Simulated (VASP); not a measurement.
A run of VASP 6.6.1:

The input INCAR:

```
PREC = Accurate
ENCUT = 500
EDIFF = 1E-6
ISMEAR = -1
SIGMA = 0.05
LREAL = F
LASPH = T
NELM = 120
ALGO = Normal
ISIF = 2
LWAVE = F
LCHARG = T
GGA = PS
LELF = T
LVHAR = T
NBANDS = 10
GGA_COMPAT = F
```

Contents of KPOINTS:

```
regular mesh
0
Gamma
  7 7 7
```

POSCAR

```
Na
1.0
   -2.0843402677      2.0843402677      2.0843402677
    2.0843402677     -2.0843402677      2.0843402677
    2.0843402677      2.0843402677     -2.0843402677
Na
1
Direct
    0.0000000000      0.0000000000      0.0000000000
```

Potentials or basis: VASP PAW PBE potentials, release 64 (Na_pv).

Launch:

```console
$ cat potpaw_PBE.64/Na_pv/POTCAR > POTCAR
$ mpirun -np 1 vasp_std > vasp.out
```

Hardware: 1 thread of Intel Xeon 8259CL (shared host).

Q: Estimate the wall time of this run.

A: Wall time 9.8 s on 1 thread of Intel Xeon 8259CL, on a shared host, peak memory 0.14 GiB. Counts: scf iterations 9, k points 20.
